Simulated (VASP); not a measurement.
A run of VASP 6.6.1:

File INCAR:

```
PREC = Accurate
ENCUT = 520
EDIFF = 1E-7
ISMEAR = -1
SIGMA = 0.08
LREAL = False
LASPH = True
NELM = 100
ALGO = Normal
ISIF = 2
LWAVE = False
LCHARG = False
GGA = PE
NBANDS = 16
```

Contents of KPOINTS:

```
Automatic mesh
0
Gamma
  10 10 8
```

Contents of POSCAR:

```
CoSi2
1.0
    4.1554977752      0.0000000000      0.0000000000
   -2.0777488876      3.5987666386      0.0000000000
    0.0000000000      0.0000000000      2.5163526447
Co Si
1 2
Direct
    0.0000000000      0.0000000000      0.0000000000
    0.3333333333      0.6666666667      0.5000000000
    0.6666666667      0.3333333333      0.5000000000
```

Potentials or basis: VASP PAW PBE potentials, release 64 (Co, Si).

Command:

```sh
$ cat potpaw_PBE.64/Co/POTCAR potpaw_PBE.64/Si/POTCAR > POTCAR
$ mpirun -np 1 vasp_std > vasp.out
```

Hardware: 1 thread of Intel(R) Xeon(R) Platinum 8488C (Sapphire Rapids), on a shared host.

Question: How long does it take, and how much memory?

Answer: It took 57 s on 1 thread of Intel(R) Xeon(R) Platinum 8488C (Sapphire Rapids) (shared host), peak memory 0.18 GiB. Counts: scf iterations 15, k points 70.
